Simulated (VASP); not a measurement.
# Pd (I4_1/amd) in VASP: relaxation of cell and atoms with PBE

Aim: the relaxation of cell and atoms of Pd with PBE.

All numbers are computed with VASP 6.6.1; they aren't measurements. Logs are shortened: lines on timing, memory, paths and dates and some standing lists are left out, and cuts for length are marked.

## 1. The cell of the first run

Symmetry: I4_1/amd, No. 141, tetragonal system. The conventional cell has a = 4.142 Å, b = 4.142 Å, c = 2.223 Å, α = 90.00°, β = 90.00°, γ = 90.00°. Pd (site symmetry -4m2) has 10 Pd at 2.14 to 2.66 Å within 2.8 Å.

## 2. Relaxation of cell and atoms, PBE, target pressure 350 GPa, at which the enthalpy is minimised

INCAR

```
SYSTEM = Pd
PREC     = Accurate       ! precision mode
ENCUT    = 600            ! plane-wave cutoff, eV
EDIFF    = 1E-6           ! SCF threshold, eV
ISMEAR   = -1             ! smearing method
SIGMA    = 0.05           ! smearing width, eV
LREAL    = .False.        ! projectors in reciprocal space
LASPH    = .True.         ! aspherical terms in the spheres
NELM     = 60             ! most SCF steps
ALGO     = Normal         ! electronic algorithm
ISIF     = 3              ! what is computed and relaxed
LWAVE    = .False.        ! write WAVECAR
LCHARG   = .False.        ! write CHGCAR
GGA      = PE             ! functional
IBRION   = 2              ! ionic algorithm
NSW      = 32             ! ionic steps
EDIFFG   = -0.005         ! ionic threshold
PSTRESS  = 3500.0
```

KPOINTS

```
regular mesh
0
Gamma
  19 19 19
  0 0 0
```

POSCAR

```
Pd
1.0
   -2.0708402828      2.0708402828      1.1113442998
    2.0708402828     -2.0708402828      1.1113442998
    2.0708402828      2.0708402828     -1.1113442998
Pd
2
Direct
   -0.3750000000     -0.1250000000     -0.2500000000
    0.3750000000      0.1250000000      0.2500000000
```

Potentials or basis: VASP PAW PBE potentials, release 64 (Pd).

Command:

```
> cat potpaw_PBE.64/Pd/POTCAR > POTCAR
> mpirun -np 1 vasp_std > vasp.out
```

OUTCAR:

```text
SYSTEM = Pd
   PREC = Accurate
   ENCUT = 600
   EDIFF = 1E-6
   ISMEAR = -1
   LREAL = .False.
   LASPH = .True.
   NELM = 60
   ISIF = 3
   GGA = PE
   IBRION = 2
   NSW = 32
   EDIFFG = -0.005
   PSTRESS = 3500.0

 ion  position               nearest neighbor table
   1  0.625  0.875  0.750-   2 2.14   2 2.14   2 2.14   2 2.14   2 2.66   2 2.66   2 2.66   2 2.66

   2  0.375  0.125  0.250-   1 2.14   1 2.14   1 2.14   1 2.14   1 2.66   1 2.66   1 2.66   1 2.66

  LATTYP: Found a body centered tetragonal cell.
 ALAT       =     4.1416805656
 C/A-ratio  =     0.5366634545

  Lattice vectors:

 A1 = (  -2.0708402828,   2.0708402828,   1.1113442998)
 A2 = (   2.0708402828,  -2.0708402828,   1.1113442998)
 A3 = (   2.0708402828,   2.0708402828,  -1.1113442998)

Analysis of symmetry for initial positions (statically):
=====================================================================
 Subroutine PRICEL returns:
 Original cell was already a primitive cell.

 Routine SETGRP: Setting up the symmetry group for a
 body centered tetragonal supercell.

 Subroutine GETGRP returns: Found 16 space group operations
 (whereof  4 operations were pure point group operations)
 out of a pool of 16 trial point group operations.

The static configuration has the point symmetry C_2h.
 The point group associated with its full space group is D_4h.

Analysis of symmetry for dynamics (positions and initial velocities):
=====================================================================
 Subroutine PRICEL returns:
 Original cell was already a primitive cell.

 Routine SETGRP: Setting up the symmetry group for a
 body centered tetragonal supercell.

 Subroutine GETGRP returns: Found 16 space group operations
 (whereof  4 operations were pure point group operations)
 out of a pool of 16 trial point group operations.

The dynamic configuration has the point symmetry C_2h.
 The point group associated with its full space group is D_4h.

 Subroutine INISYM returns: Found 16 space group operations
 (whereof  4 operations are pure point group operations),
 and found     1 'primitive' translations

----------------------------------------------------------------------------------------

                                     Primitive cell

  volume of cell :      19.0635

  direct lattice vectors                    reciprocal lattice vectors
    -2.070840283  2.070840283  1.111344300     0.000000000  0.241447882  0.449905578
     2.070840283 -2.070840283  1.111344300     0.241447882  0.000000000  0.449905578
     2.070840283  2.070840283 -1.111344300     0.241447882  0.241447882  0.000000000

  length of vectors
     3.132386487  3.132386487  3.132386487     0.510599754  0.510599754  0.341458869

  position of ions in fractional coordinates (direct lattice)
     0.625000000  0.875000000  0.750000000
     0.375000000  0.125000000  0.250000000

  ion indices of the primitive-cell ions
   primitive index   ion index
                 1           1
                 2           2

----------------------------------------------------------------------------------------

 KPOINTS: regular mesh

Automatic generation of k-mesh.
 Grid dimensions read from file:
 generate k-points for:   19   19   19

 Generating k-lattice:

  Cartesian coordinates                     Fractional coordinates (reciprocal lattice)
     0.000000000  0.012707783  0.023679241     0.052631579  0.000000000 -0.000000000
     0.012707783  0.000000000  0.023679241     0.000000000  0.052631579 -0.000000000
     0.012707783  0.012707783  0.000000000     0.000000000  0.000000000  0.052631579

  Length of vectors
     0.026873671  0.026873671  0.017971519

  Shift w.r.t. Gamma in fractional coordinates (k-lattice)
     0.000000000  0.000000000  0.000000000

 Subroutine IBZKPT returns following result:
 ===========================================

 Found    550 irreducible k-points:

 Following reciprocal coordinates:
            Coordinates               Weight
  0.000000  0.000000  0.000000      1.000000
  0.052632  0.000000 -0.000000      8.000000
  0.105263  0.000000 -0.000000      8.000000
  0.157895  0.000000  0.000000      8.000000
  0.210526 -0.000000  0.000000      8.000000
  0.263158  0.000000  0.000000      8.000000
[... 16 lines left out ...]
 -0.315789  0.052632  0.000000     16.000000
 -0.263158  0.052632  0.000000     16.000000
 [... further k-points ...]
   k-points           NKPTS =    550   k-points in BZ     NKDIM =    550   number of bands    NBANDS=     14
   number of dos      NEDOS =    301   number of ions     NIONS =      2
   total plane-waves  NPLWV =  21952
   dimension x,y,z NGX =    28 NGY =   28 NGZ =   28
   dimension x,y,z NGXF=    56 NGYF=   56 NGZF=   56
   ions per type =               2
   NGX,Y,Z   is equivalent  to a cutoff of  14.86, 14.86, 14.86 a.u.
   NGXF,Y,Z  is equivalent  to a cutoff of  29.72, 29.72, 29.72 a.u.
 SYSTEM =  Pd
   PREC   = accura    normal or accurate (medium, high low for compatibility)
   ISTART =      0    job   : 0-new  1-cont  2-samecut
   ICHARG =      2    charge: 1-file 2-atom 10-const
   ISPIN  =      1    spin polarized calculation?
   LNONCOLLINEAR =      F non collinear calculations
   LSORBIT =      F    spin-orbit coupling
   LASPH  =      T    aspherical Exc in radial PAW
   ENCUT  =  600.0 eV  44.10 Ry    6.64 a.u.   6.26  6.26  6.26*2*pi/ulx,y,z
   NELM   =     60;   NELMIN=  2; NELMDL= -5     # of ELM steps
   EDIFF  = 0.1E-05   stopping-criterion for ELM
   LREAL  =      F    real-space projection
   EDIFFG = -.5E-02   stopping-criterion for IOM
   NSW    =     32    number of steps for IOM
   IBRION =      2    ionic relax: 0-MD 1-quasi-New 2-CG
   NFREE  =      1    steps in history (QN), initial steepest desc. (CG)
   ISIF   =      3    stress and relaxation
   ISYM   =      2    0-nonsym 1-usesym 2-fastsym
   POTIM  = 0.5000    time-step for ionic-motion
   TEBEG  =    0.0;   TEEND  =   0.0 temperature during run
   PSTRESS= 3500.0 pullay stress
   NELECT =      20.0000    total number of electrons
   NUPDOWN=      -1.0000    fix difference up-down
   EMIN   =  10.00;   EMAX   =-10.00  energy-range for DOS
   EFERMI =   0.00;   METHOD = LEGACY
   ISMEAR =    -1;   SIGMA  =   0.05  broadening in eV -4-tet -1-fermi 0-gaus
   EFERMI_NEDOS =   21; number of points for ismear=-14 and -15
   IALGO  =     38    algorithm
   IMIX   =      4    mixing-type and parameters
     AMIX     =   0.40;   BMIX     =  1.00
     AMIX_MAG =   1.60;   BMIX_MAG =  1.00
  volume/ion in A,a.u.               =       9.53        64.32
  Fermi-wavevector in a.u.,A,eV,Ry     =   1.663480  3.143521 37.649570  2.767165
  Thomas-Fermi vector in A             =   2.750190
   LORBIT       =      0    0 simple, 1 ext, 2 COOP (PROOUT), +10 PAW based schemes
   GGA     = PE    functional components
   LHFCALC =     F    Hartree Fock is set to
   AEXX    =    0.0000 exact exchange contribution
   IVDW    =     0    specifies the selected vdW correction
   LEPSILON=     F    determine dielectric tensor
   LRPA    =     F    only Hartree local field effects (RPA)
 conjugate gradient relaxation of ions
 non-spin polarized calculation
  energy-cutoff  :      600.00
  volume of cell :       19.06
 maximum number of plane-waves:       652
 NGX is ok and might be reduce to    28
   NGX = 13   NGY = 13   NGZ = 13

--------------------------------------- Ionic step        1  -------------------------------------------

 number of electron      20.0000003 magnetization

 Free energy of the ion-electron system (eV)
  ---------------------------------------------------
  ext. energy  EPLUGINS =         0.00000000
  ---------------------------------------------------
  free energy    TOTEN  =        -0.87419357 eV

  energy without entropy =       -0.86516711  energy(sigma->0) =       -0.86968034

------------------------ aborting loop because EDIFF is reached ----------------------------------------

  FORCE on cell =-STRESS in cart. coord.  units (eV):
  Direction    XX          YY          ZZ          XY          YZ          ZX
  --------------------------------------------------------------------------------------
  -------------------------------------------------------------------------------------
  Total       40.4242446     40.4242446     41.2010676      0.0000000     -0.0000000      0.0000000
  in kB     3397.4311895   3397.4311895   3462.7188071      0.0000000     -0.0000000      0.0000000
  external PRESSURE =     -80.8062713 kB  Pullay stress =    3500.0000000 kB
[... 175 lines left out ...]
  enthalpy is  TOTEN    =        40.7708587884 eV   P V=       41.4729856116

--------------------------------------- Ionic step        6  -------------------------------------------

 number of electron      20.0000001 magnetization

 Free energy of the ion-electron system (eV)
  ---------------------------------------------------
  ext. energy  EPLUGINS =         0.00000000
  ---------------------------------------------------
  free energy    TOTEN  =        -0.64339638 eV

  energy without entropy =       -0.63445970  energy(sigma->0) =       -0.63892804

 E-fermi :  19.8714     XC(G=0): -16.0416

 val. band max:       19.8676669081   @ k =   0.3158   0.3158   0.1053
 cond. band min:      19.8721942091   @ k =   0.3158   0.2632   0.2105
 fundamental gap:      0.0045273010
 Fermi energy:        19.8713638787

 k-point     1 :       0.0000    0.0000    0.0000
  band No.  band energies     occupation
      1       8.1012      2.00000
      2       8.5993      2.00000
      3       9.9562      2.00000
      4      11.1535      2.00000
      5      11.6521      2.00000
      6      17.0596      2.00000
      7      17.0596      2.00000
      8      17.1339      2.00000
      9      17.1339      2.00000
     10      20.2480      0.00107
     11      22.1464      0.00000
     12      27.6184      0.00000
     13      27.6184      0.00000
     14      38.9960      0.00000
[... 375 lines left out ...]
 k-point    24 :      -0.2632    0.0526    0.0000
  band No.  band energies     occupation
      1       9.4780      2.00000
      2      10.5058      2.00000
      3      10.6502      2.00000
      4      12.6844      2.00000
      5      13.1753      2.00000
      6      13.7680      2.00000
      7      15.4406      2.00000
      8      16.6767      2.00000
      9      17.0183      2.00000
     10      19.3108      1.99997
     11      20.9716      0.00000
     12      29.7932      0.00000
     13      31.7688      0.00000
     14      38.0857      0.00000

 [... further k-points ...]
[... 5 lines left out ...]
  --------------------------------------------------------------------------------------
  -------------------------------------------------------------------------------------
  Total       41.4037031     41.4037031     41.4159888      0.0000000      0.0000000     -0.0000000
  in kB     3499.4590185   3499.4590185   3500.4974117      0.0000000      0.0000000     -0.0000000
  external PRESSURE =      -0.1948505 kB  Pullay stress =    3500.0000000 kB
[... 17 lines left out ...]
  FREE ENERGIE OF THE ION-ELECTRON SYSTEM (eV)
  ---------------------------------------------------
  free  energy   TOTEN  =        -0.6433963783 eV

  energy  without entropy=       -0.6344597012  energy(sigma->0) =       -0.63892804

  enthalpy is  TOTEN    =        40.7667073596 eV   P V=       41.4101037380

 reached required accuracy - stopping structural energy minimisation
```

It took 16 min on 1 thread of Intel Xeon Platinum 8259CL at 2.50GHz (Skylake/Cascade Lake), shared host; peak memory 0.31 GiB.

Results:

```
Free energy                                                : -0.6434 eV
Relaxed volume                                             : 9.48 Å³/atom
Relaxed cell                                               : a = 3.124 Å, b = 3.124 Å, c = 3.124 Å, α = 97.28°, β = 97.28°, γ = 138.29°
Space group after relaxing (to 0.1 Å)                      : I4_1/amd (No. 141)
Energy change on relaxing (the run minimises the enthalpy) : +115.4 meV/atom
Ionic steps                                                : 6
Pressure after relaxing                                    : 350.0 GPa
Band gap on the k mesh                                     : zero (bands 10 and 11 overlap by 3.13 eV)
```

Step by step:
| step | energy change (eV) | largest force (eV/Å) | pressure (GPa) | volume (Å³) |
| --- | --- | --- | --- | --- |
| 1 | 0.0000 | 0.0000 | 341.92 | 19.06 |
| 2 | 3.2181 | 0.0000 | 454.28 | 17.77 |
| 3 | 0.2396 | 0.0000 | 350.32 | 18.95 |
| 4 | 0.2497 | 0.0000 | 350.68 | 18.95 |
| 5 | 0.1721 | 0.0000 | 347.76 | 18.98 |
| 6 | 0.2308 | 0.0000 | 349.98 | 18.96 |

Final structure:
```
Pd
1.0
    -2.06430    2.06430    1.11210
     2.06430   -2.06430    1.11210
     2.06430    2.06430   -1.11210
Pd
2
Direct
  0.62500 0.87500 0.75000
  0.37500 0.12500 0.25000
```

Levels at points of the mesh, in eV from the Fermi level:
```csv
k point,band 7,band 8,band 9,band 10,band 11,band 12,band 13,band 14
"(0.00, 0.00, 0.00)",-2.81,-2.74,-2.74,0.38,2.28,7.75,7.75,19.12
```

Caveat: the cell is relaxed towards a set pressure, so the run minimises the enthalpy, not the energy.
